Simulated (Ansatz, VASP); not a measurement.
**Ir: VASP beside Ansatz**

The input INCAR:

```
SYSTEM = Ir
  PREC = Accurate
  ENCUT = 520
  EDIFF = 1E-6
  ISMEAR = -1
  SIGMA = 0.1
  LREAL = .False.
  LASPH = .True.
  NELM = 60
  ALGO = Normal
  ISIF = 2
  LWAVE = .False.
  LCHARG = .True.
  GGA = PE
  LELF = .True.
  LVHAR = .True.
  NBANDS = 20
```

The input KPOINTS:

```
Automatic mesh
0
Gamma
  9 9 13
  0 0 0
```

File POSCAR:

```
Ir
1.0
    4.4372406097      0.0000000000      0.0000000000
   -2.2186203048      3.8427630907      0.0000000000
    0.0000000000      0.0000000000      2.7401025503
Ir
3
Direct
    1.0000000000      1.0000000000      0.0000000000
    0.3333333333      0.6666666667      0.5000000000
    0.6666666667      0.3333333333      0.5000000000
```

Input for Ansatz:

```yaml
crystal:
  lattice:
    - [4.4372406097, 0.0, 0.0]
    - [-2.2186203048, 3.8427630907, 0.0]
    - [0.0, 0.0, 2.7401025503]
  atoms:
    - { symbol: Ir, position: [1.0, 1.0, 0.0] }
    - { symbol: Ir, position: [0.3333333333, 0.6666666667, 0.5] }
    - { symbol: Ir, position: [0.6666666667, 0.3333333333, 0.5] }
hamiltonian:
  xc: pbe
  pseudopotentials:
    kind: paw
    azcp:
      Ir: "pseudopotentials/Ir.paw.azcp"
basis:
  ecutwfc: 420
  fft_grid_basis: typed
kpoints:
  mp_grid: { grid: [9, 9, 13], shift: [0, 0, 0] }
magnetization:
  spin_polarized: false
scf:
  occupations: { method: fermi_dirac, width: 0.1 }
  lower_state_search: "off"
output:
  stress: true
```

Alike in both runs: task single point; functional PBE; k mesh 9 × 9 × 13; occupations fermi-dirac, width 0.1 eV; no spin polarisation.

|  | VASP | Ansatz |
| --- | --- | --- |
| version | VASP 6.6.1 | Ansatz 0.2.0 |
| potentials or method | VASP PAW PBE potentials, release 64 (Ir), cutoff 520 eV | plane waves (420 eV) with PAW, scalar-relativistic |
| valence electrons in the cell | 27 | 51 |

|  | VASP | Ansatz | Ansatz less VASP |
| --- | --- | --- | --- |
| pressure (GPa) | -11.2 | -11.4 | -0.29 |
| traceless stress, the component that is largest in VASP (GPa) | 0.18 | 0.30 | +0.117 |

The functional is the same, so the differences come from potentials, cutoffs and numerics. VASP's potentials hold 27 valence electrons a cell and Ansatz's 51, so a difference there can come from the potentials and not from the codes.

Neither program's run includes spin-orbit coupling.
